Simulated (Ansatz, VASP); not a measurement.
# One calculation of AlRu, two programs

```
CELL_PARAMETERS angstrom
0.00000 2.53593 2.53593
2.53593 0.00000 2.53593
2.53593 2.53593 0.00000
ATOMIC_POSITIONS crystal
Ru 0.00000 0.00000 0.00000
Al 0.50000 0.50000 0.50000
```

Alike in both runs: task relaxation of cell and atoms; functional r2SCAN; k mesh 13 × 13 × 13; occupations fermi-dirac, width 0.05 eV; no spin polarisation.

|  | VASP | Ansatz |
| --- | --- | --- |
| version | VASP 6.6.1 | Ansatz 0.2.0 |
| potentials or method | VASP PAW PBE potentials, release 64 (Ru_pv, Al) | PAW with Ansatz's default frozen-core files, scalar-relativistic |
| plane-wave cutoff (eV) | 600 | 500 |
| valence electrons in the cell | 17 | 19 |

```tsv
	VASP	Ansatz	Ansatz less VASP
relaxed volume (Å³/atom)	15.05	15.04	-0.007
relaxed cell length with the largest relative difference (Å)	3.492	3.491	-0.0006
```

VASP's potentials were made for PBE, not for r2SCAN. VASP's potentials hold 17 valence electrons a cell and Ansatz's 19, so a difference there can come from the potentials and not from the codes.
